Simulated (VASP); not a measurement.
Runs of VASP 6.6.1 on YN. The structure is cubic, space group Fm-3m (No. 225). The conventional cell has a = 4.896 Å, b = 4.896 Å, c = 4.896 Å, α = 90.00°, β = 90.00°, γ = 90.00°. Y (site symmetry m-3m) has 6 N at 2.45 Å within 3.2 Å. N (site symmetry m-3m) has 6 Y at 2.45 Å within 3.2 Å. 

| level | spin | k mesh | cutoff (eV) | smearing | grid for exact exchange (PRECFOCK) | share of exact exchange | screening parameter | gap on the mesh (eV) | pressure (GPa) |
| --- | --- | --- | --- | --- | --- | --- | --- | --- | --- |
| r2SCAN | off | 8 × 8 × 8 | 660 | gaussian 0.01 eV | - | - | - | 0.59 | 0.2 |
| r2SCAN | off | 6 × 6 × 6 | 660 | gaussian 0.01 eV | - | - | - | 0.59 | (a) |
| HSE06 | off | 6 × 6 × 6 | 520 | gaussian 0.01 eV | Normal | 0.25 | 0.2079 1/Å | (b) | -1.8 |
| PBE | off | 8 × 8 × 8 | 600 | gaussian 0.01 eV | - | - | - | 0.19 | 0.8 |
| PBE | non-collinear, zero start, SOC | 6 × 6 × 6 | 600 | fermi-dirac 0.02 eV | - | - | - | - | 0.9 |

Alike in all rows: task single point; potentials or basis VASP PAW PBE potentials, release 64 (Y_sv, N); cell as given.

Question: Estimate the missing entries.

Answer: (a) 0.3; (b) 1.09.

Caveats: some runs use coarse meshes; semilocal functionals underestimate gaps, and a narrow one can read as zero (at least some runs); the PAW data sets were made with another functional, which shifts forces and pressure a little (at least some runs).

A k mesh can miss the band edges, and rows without SOC leave out spin-orbit coupling on Y.
